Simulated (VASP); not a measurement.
## SnO2: single point with PBEsol

Crystal: SnO2.

```
CELL_PARAMETERS angstrom
1.60540 0.92688 4.41036
-1.60540 0.92688 4.41036
0.00000 -1.85375 4.41036
ATOMIC_POSITIONS crystal
Sn 0.50000 0.50000 0.50000
O 0.24144 0.24144 0.24144
O 0.75856 0.75856 0.75856
```

| Property | Result |
| --- | --- |
| Program | VASP 6.6.1 |
| Task | single point |
| Functional | PBEsol |
| Potentials or basis | VASP PAW PBE potentials, release 64 (Sn_d, O) |
| Cutoff | 520 eV |
| k mesh | 12 × 12 × 12 |
| Occupations | gaussian, width 0.02 eV |
| Spin | no spin polarisation |

```json
{
 "Pressure": "0.8 GPa",
 "Largest force": "0.061 eV/Å",
 "Band gap on the k mesh": "1.78 eV (least direct gap 1.81 eV)"
}
```

Forces in eV/Å, atoms in the order of the input:
```
Sn   0.000  0.000  0.000
O    0.000  0.000  0.061
O    0.000  0.000 -0.061
```

Stress tensor (GPa, compression positive):
```
1.01 0.00 0.00
0.00 1.01 0.00
0.00 0.00 0.26
```

Levels at points of the mesh, in eV from the valence-band top:
```
           k point  band 11  band 12  band 13  band 14  band 15  band 16
(0.00, 0.00, 0.00)    -1.09    -1.09    -0.03     1.78     5.53    10.89
(0.50, 0.00, 0.00)    -1.77    -0.90    -0.79     5.50     7.84     9.98
(0.50, 0.50, 0.00)    -1.14    -0.50    -0.01     5.04     6.79    10.93
(0.50, 0.50, 0.50)    -1.59    -0.98    -0.98     3.53     5.74    11.24
```

Wall time 69 s on 1 thread of Intel(R) Xeon(R) 6975P-C (Granite Rapids), on a shared host, peak memory 0.29 GiB.

Caveat: the PAW data sets were made with another functional, which shifts forces and pressure a little; spin-orbit coupling is left out, which moves the levels of the heavy elements. A k mesh can miss the band edges.
